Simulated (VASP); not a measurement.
Here is a VASP 6.6.1 calculation.

File INCAR:

```
PREC = Accurate
ENCUT = 520
EDIFF = 1E-7
ISMEAR = -1
SIGMA = 0.05
LREAL = False
LASPH = True
NELM = 100
ALGO = Normal
ISIF = 2
LWAVE = False
LCHARG = False
GGA = PE
NBANDS = 17
```

Contents of KPOINTS:

```
regular mesh
0
Gamma
  7 7 7
```

The input POSCAR:

```
SnTe
1.0
    0.0000000000      3.6111460000      3.6111460000
    3.6111460000      0.0000000000      3.6111460000
    3.6111460000      3.6111460000      0.0000000000
Te Sn
1 1
Direct
    0.2510420000      0.2569570000      0.2411300000
    0.0078840000     -0.0047240000     -0.0072590000
```

Potentials or basis: VASP PAW PBE potentials, release 64 (Te, Sn_d).

Run with:

```bash
$ cat potpaw_PBE.64/Te/POTCAR potpaw_PBE.64/Sn_d/POTCAR > POTCAR
$ mpirun -np 1 vasp_std > vasp.out
```

What does it give for the band gap on the k mesh?

0.30 eV (least direct gap 0.83 eV).

What does it give for the pressure?

-0.1 GPa.

Forces in eV/Å, atoms in the order of the input:
```
Te  -0.089  0.076 -0.046
Sn   0.089 -0.076  0.046
```

Caveat: the cell differs from its parent crystal (atoms moved at random); spin-orbit coupling is left out, which moves the levels of the heavy elements; an odd mesh through Γ misses points on the zone boundary, where band edges can lie.
